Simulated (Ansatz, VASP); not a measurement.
CaPtS3: VASP beside Ansatz

The input INCAR:

```
SYSTEM = CaPtS3
PREC = Accurate ; ENCUT = 520
EDIFF = 1E-6 ; ISMEAR = 0
SIGMA = 0.1 ; LREAL = .FALSE.
LASPH = .TRUE. ; NELM = 100
ALGO = Normal ; ISIF = 2
LWAVE = .FALSE. ; LCHARG = .TRUE.
GGA = PE ; LELF = .TRUE.
LVHAR = .TRUE. ; NBANDS = 49
```

File KPOINTS:

```
Automatic mesh
0
G
  4 4 4
  0 0 0
```

File POSCAR:

```
CaPtS3
1.0
    3.3121640100      1.9122787800      5.4087411800
   -3.3121640100      1.9122787800      5.4087411800
    0.0000000000     -3.8245575600      5.4087411800
Ca Pt S
2 2 6
Direct
    0.7500000000      0.7500000000      0.7500000000
    0.2500000000      0.2500000000      0.2500000000
    0.5000000000      0.5000000000      0.5000000000
    0.0000000000      0.0000000000      0.0000000000
    0.8314005200      0.2500000000      0.6685994800
    0.6685994800      0.8314005200      0.2500000000
    0.2500000000      0.6685994800      0.8314005200
    0.1685994800      0.7500000000      0.3314005200
    0.3314005200      0.1685994800      0.7500000000
    0.7500000000      0.3314005200      0.1685994800
```

Input for Ansatz:

```yaml
crystal:
  lattice:
    - [3.31216401, 1.91227878, 5.40874118]
    - [-3.31216401, 1.91227878, 5.40874118]
    - [0.0, -3.82455756, 5.40874118]
  atoms:
    - { symbol: Ca, position: [0.75, 0.75, 0.75] }
    - { symbol: Ca, position: [0.25, 0.25, 0.25] }
    - { symbol: Pt, position: [0.5, 0.5, 0.5] }
    - { symbol: Pt, position: [0.0, 0.0, 0.0] }
    - { symbol: S, position: [0.83140052, 0.25, 0.66859948] }
    - { symbol: S, position: [0.66859948, 0.83140052, 0.25] }
    - { symbol: S, position: [0.25, 0.66859948, 0.83140052] }
    - { symbol: S, position: [0.16859948, 0.75, 0.33140052] }
    - { symbol: S, position: [0.33140052, 0.16859948, 0.75] }
    - { symbol: S, position: [0.75, 0.33140052, 0.16859948] }
basis:
  ecutwfc: 420
kpoints:
  mp_grid: { grid: [4, 4, 4] }
hamiltonian:
  xc: pbe
scf:
  occupations: { method: gaussian, width: 0.1 }
  lower_state_search: "off"
output:
  forces: true
  stress: true
  eigenvalues: true
```

Alike in both runs: task single point; functional PBE; k mesh 4 × 4 × 4; occupations gaussian, width 0.1 eV; no spin polarisation.

|  | VASP | Ansatz |
| --- | --- | --- |
| version | VASP 6.6.1 | Ansatz 0.2.0 |
| potentials or method | VASP PAW PBE potentials, release 64 (Ca_sv, Pt, S), cutoff 520 eV | scalar-relativistic, plane waves, PAW |
| valence electrons in the cell | 76 | 92 |

VASP gave:

- gap on the k mesh at the Fermi level (eV): 0.02
- least direct gap on the mesh (eV): 0.09
- pressure (GPa): 0.8
- traceless stress, the component that is largest in VASP (GPa): -3.34
- rms of the force components (eV/Å): 0.247

Q: Estimate Ansatz's values.

A: gap on the k mesh at the Fermi level (eV): 0.02; least direct gap on the mesh (eV): 0.09; pressure (GPa): 0.9; traceless stress, the component that is largest in VASP (GPa): -3.30; rms of the force components (eV/Å): 0.257.

Atom by atom the forces differ by 0.010 eV/Å (rms over components). With one functional, cell and mesh, what is left measures potentials, basis and numerics. VASP's potentials hold 76 valence electrons a cell and Ansatz's 92, so a difference there can come from the potentials and not from the codes.

Neither program's run includes spin-orbit coupling.
